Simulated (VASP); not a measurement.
# Sn: single point with RPBE

Crystal: Sn.

```
Sn
1.0
     0.00000    2.46783    2.46783
     2.46783    0.00000    2.46783
     2.46783    2.46783    0.00000
Sn
1
Direct
  0.00000 0.00000 0.00000
```

This isn't the form of Sn at room conditions, which is tetragonal (white tin).

```yaml
Program: VASP 6.6.1
Task: single point
Functional: RPBE
Potentials_or_basis: VASP PAW PBE potentials, release 64 (Sn_d)
Cutoff: 520 eV
k_mesh: 13 × 13 × 13
Occupations: fermi-dirac, width 0.1 eV
Spin: no spin polarisation
Dipole_correction: no
Further_INCAR_settings: ALGO = Normal; EDIFF = 1e-06; NBANDS = 13
```

```json
{
  "Pressure": "-1.6 GPa",
  "Band gap on the k mesh": "zero (bands 7 and 8 overlap by 8.68 eV)"
}
```

Levels at points of the mesh, in eV from the Fermi level:
```tsv
k point	band 3	band 4	band 5	band 6	band 7	band 8	band 9	band 10	band 11	band 12
(0.00, 0.00, 0.00)	-21.64	-21.59	-21.59	-10.47	6.90	6.90	6.90	10.38	11.16	11.16
```

Run time: 34 s on 1 thread of Intel Xeon 8259CL, on a shared host, peak memory 0.17 GiB.

Caveat: the PAW data sets were made with another functional, which shifts forces and pressure a little; spin-orbit coupling is left out, which moves the levels of the heavy elements.
